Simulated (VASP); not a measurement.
Runs of VASP 6.6.1 on AlCo (WC type). The structure is that of space group P-6m2 (No. 187), or close to it. The cells are those of the table. 

| task | cell | cutoff (eV) | gap on the mesh (eV) | pressure (GPa) |
| --- | --- | --- | --- | --- |
| single point | a = 2.353, b = 2.353, c = 3.413 Å, angles 90.0, 90.0, 120.0°, 2 atoms | 520 | none | (a) |
| relaxation of cell and atoms | relaxed to 150 GPa from a = 2.354, b = 2.354, c = 3.413 Å, angles 90.0, 90.0, 120.0°, 2 atoms | 600 | none | 150.0 |
| single point | a = 2.354, b = 2.354, c = 3.413 Å, angles 90.0, 90.0, 120.0°, 2 atoms | 520 | none | 150.2 |
| relaxation of cell and atoms | relaxed to 150 GPa from a = 2.717, b = 2.717, c = 2.662 Å, angles 90.0, 90.0, 120.0°, 2 atoms | 600 | none | 150.0 |

Alike in all rows: level PBE; potentials or basis VASP PAW PBE potentials, release 64 (Co, Al); no spin polarisation; k mesh 16 × 16 × 14; smearing fermi-dirac 0.05 eV.

Fill in the values left out.

(a) 150.7.

Caveats: the cell is relaxed towards a set pressure, so the enthalpy falls and the energy may rise (some runs).

A gap of «none» marks levels without a gap at the run's occupations.
